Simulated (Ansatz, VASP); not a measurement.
# Fe2O3 in VASP and in Ansatz

```
Fe O
1.0
     2.51900    1.45435    4.59067
    -2.51900    1.45435    4.59067
     0.00000   -2.90869    4.59067
Fe O
4 6
Direct
  0.35530 0.35530 0.35530
  0.14470 0.14470 0.14470
  0.64470 0.64470 0.64470
  0.85530 0.85530 0.85530
  0.55590 0.25000 0.94410
  0.25000 0.94410 0.55590
  0.94410 0.55590 0.25000
  0.44410 0.75000 0.05590
  0.75000 0.05590 0.44410
  0.05590 0.44410 0.75000
```

Alike in both runs: task single point; functional PBE; k mesh 7 × 7 × 7; occupations fermi-dirac, width 0.05 eV; collinear spin.

|  | VASP | Ansatz |
| --- | --- | --- |
| version | VASP 6.6.1 | Ansatz 0.2.0 |
| potentials or method | VASP PAW PBE potentials, release 64 (Fe, O) | Ansatz PAW |
| plane-wave cutoff (eV) | 600 | 420 |
| valence electrons in the cell | 68 | 100 |

|  | VASP | Ansatz | Ansatz less VASP |
| --- | --- | --- | --- |
| gap on the k mesh at the Fermi level (eV) | 0.53 | 0.57 | +0.041 |
| least direct gap on the mesh (eV) | 0.55 | 0.59 | +0.039 |
| pressure (GPa) | -1.6 | -1.3 | +0.27 |
| traceless stress, the component that is largest in VASP (GPa) | 1.78 | 1.78 | +0.003 |
| rms of the force components (eV/Å) | 0.121 | 0.127 | +0.0055 |
| net moment per atom (μB) | 0.00 | 0.00 | 0.000 |
| size of the moment on the site where the two differ most (μB) | 3.55 | 3.35 | -0.201 |

Site moments also hang on the region over which each program counts them. Atom by atom the forces differ by 0.006 eV/Å (rms over components). VASP's potentials hold 68 valence electrons a cell and Ansatz's 100, so a difference there can come from the potentials and not from the codes.

Noted on Ansatz's run: odd divisions of the mesh miss points on the zone boundary, where band edges often lie, so the gap on the mesh can be too wide.
